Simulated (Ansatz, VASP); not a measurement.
CuNi2: VASP beside Ansatz

```
Cu Ni
1.0
     0.00000    3.27870    3.27870
     3.27870    0.00000    3.27870
     3.27870    3.27870    0.00000
Cu Ni
2 4
Direct
  0.50000 0.50000 0.50000
  0.75000 0.75000 0.75000
  0.12500 0.12500 0.12500
  0.62500 0.12500 0.12500
  0.12500 0.12500 0.62500
  0.12500 0.62500 0.12500
```

Alike in both runs: functional PBE; k mesh 10 × 10 × 10; occupations gaussian, width 0.1 eV; no spin polarisation.

Ansatz relaxed the structure, and its values are those at the end. VASP's run is a single point on that final structure, the one shown.

```csv
,VASP,Ansatz
version,VASP 6.6.1,Ansatz 0.2.0
potentials or method,"VASP PAW PBE potentials, release 64 (Cu, Ni), cutoff 520 eV","scalar-relativistic, plane waves, PAW"
valence electrons in the cell,62,110
```

Ansatz gave:

```
gap on the k mesh at the Fermi level (eV) : none
pressure (GPa)                            : 0.0
```

Which values does VASP return?

gap on the k mesh at the Fermi level (eV): none; pressure (GPa): 0.3.

A gap of «none» marks a metal or a gap that the smearing closes. VASP's potentials hold 62 valence electrons a cell and Ansatz's 110, so a difference there can come from the potentials and not from the codes.
